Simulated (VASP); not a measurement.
**TaCo3: single point with LDA**

The system is TaCo3.

```xyz
4
Lattice="3.6700 0.0000 0.0000 0.0000 3.6700 0.0000 0.0000 0.0000 3.6700" Properties=species:S:1:pos:R:3 pbc="T T T"
Ta    0.0000    0.0000    0.0000
Co    0.0000    1.8350    1.8350
Co    1.8350    0.0000    1.8350
Co    1.8350    1.8350    0.0000
```

```json
{"Program": "VASP 6.6.1", "Task": "single point", "Functional": "LDA", "Potentials or basis": "VASP PAW LDA potentials, release 64 (Ta_pv, Co)", "Cutoff": "600 eV", "k mesh": "10 × 10 × 10", "Occupations": "gaussian, width 0.05 eV", "Spin": "collinear spin, ferromagnetic start", "Starting moments": "[0.0, 1.5, 1.5, 1.5] μB"}
```

* Pressure: -22.4 GPa
* Band gap on the k mesh: zero (filled and empty bands overlap)
* Net moment: 0.00 μB per cell
* Valence electrons inside the program's atomic spheres: Ta 8.91; Co 8.36

Levels at points of the mesh, in eV from the Fermi level:
Spin up:
```tsv
k point	band 17	band 18	band 19	band 20	band 21	band 22
(0.00, 0.00, 0.00)	0.47	0.47	0.47	2.51	2.51	3.06
(0.50, 0.00, 0.00)	-0.72	-0.68	-0.03	0.47	0.82	0.82
(0.50, 0.50, 0.00)	-0.81	-0.81	-0.62	-0.46	1.52	1.52
(0.50, 0.50, 0.50)	0.26	0.26	0.26	0.78	0.78	0.78
```
Spin down:
| k point | band 17 | band 18 | band 19 | band 20 | band 21 | band 22 |
| --- | --- | --- | --- | --- | --- | --- |
| (0.00, 0.00, 0.00) | 0.47 | 0.47 | 0.47 | 2.51 | 2.51 | 3.06 |
| (0.50, 0.00, 0.00) | -0.72 | -0.68 | -0.03 | 0.47 | 0.82 | 0.82 |
| (0.50, 0.50, 0.00) | -0.81 | -0.81 | -0.62 | -0.46 | 1.52 | 1.52 |
| (0.50, 0.50, 0.50) | 0.26 | 0.26 | 0.26 | 0.78 | 0.78 | 0.78 |

It took 4.7 min on 1 thread of Oxide Virtual Turin-like Processor, with other jobs on the host, peak memory 0.24 GiB.

Caveat: the cell stands under tension; the moments typed at the start vanished in this run; spin-orbit coupling is left out, which moves the levels of the heavy elements.
